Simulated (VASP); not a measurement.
NaLi3S2, 24 atoms in the cell. The cell holds a disordered packing, 24 atoms: a = 7.431 Å, b = 7.651 Å, c = 7.356 Å, α = 89.30°, β = 88.71°, γ = 88.82°. 

- Program: VASP 6.6.1
- Task: single point
- Functional: PBE
- Dispersion: D3(BJ)
- Potentials or basis: VASP PAW PBE potentials, release 64 (Li_sv, S, Na_pv)
- Cutoff: 650 eV
- k mesh: 1 × 1 × 1, shifted
- Occupations: fermi-dirac, width 0.05 eV
- Spin: no spin polarisation
- Dipole correction: no
- Mended: yes
- Further INCAR settings: LREAL = Auto; ALGO = Normal; EDIFF = 1e-06; NBANDS = 74; ISYM = -1

Potentials or basis: VASP PAW PBE potentials, release 64 (Li_sv, S, Na_pv).

The run is started by

```console
$ cat potpaw_PBE.64/Li_sv/POTCAR potpaw_PBE.64/S/POTCAR potpaw_PBE.64/Na_pv/POTCAR > POTCAR
$ mpirun -np 1 vasp_std > vasp.out
```

Hardware: 1 thread of AMD EPYC 7571 (shared host).

Problem. Estimate the wall time of this run.

Solution. It took 3.2 min on 1 thread of AMD EPYC 7571 (shared host), peak memory 0.5 GiB. Counts: scf iterations 17, k points 1.
